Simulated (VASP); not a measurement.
# Sb: single point with PBE

Crystal: Sb.

```
Sb
1.0
     2.18790    1.26319    3.84317
    -2.18790    1.26319    3.84317
     0.00000   -2.52637    3.84317
Sb
2
Direct
  0.23268 0.23268 0.23268
  0.76732 0.76732 0.76732
```

```json
{
 "Program": "VASP 6.6.1",
 "Task": "single point",
 "Functional": "PBE",
 "Potentials or basis": "VASP PAW PBE potentials, release 64 (Sb)",
 "Cutoff": "520 eV",
 "k mesh": "9 × 9 × 9",
 "Occupations": "methfessel-paxton, width 0.3 eV",
 "Spin": "no spin polarisation",
 "Dipole correction": "no",
 "Further INCAR settings": "ALGO = Normal; EDIFF = 1e-06; NBANDS = 12"
}
```

```yaml
Pressure: 0.1 GPa
Largest_force: 0.012 eV/Å
```

Forces in eV/Å, atoms in the order of the input:
```
Sb   0.000  0.000  0.012
Sb   0.000  0.000 -0.012
```

Stress tensor (GPa, compression positive):
```
0.10 0.00 0.00
0.00 0.10 0.00
0.00 0.00 0.02
```

Levels at points of the mesh, in eV from the Fermi level:
```tsv
k point	band 1	band 2	band 3	band 4	band 5	band 6	band 7	band 8	band 9	band 10
(0.00, 0.00, 0.00)	-12.37	-5.09	-1.98	-1.73	-1.73	1.93	2.55	2.55	5.15	5.15
```

It took 74 s on 1 thread of Intel Xeon 8259CL (shared host), peak memory 0.23 GiB.

Caveat: spin-orbit coupling is left out, which moves the levels of the heavy elements.
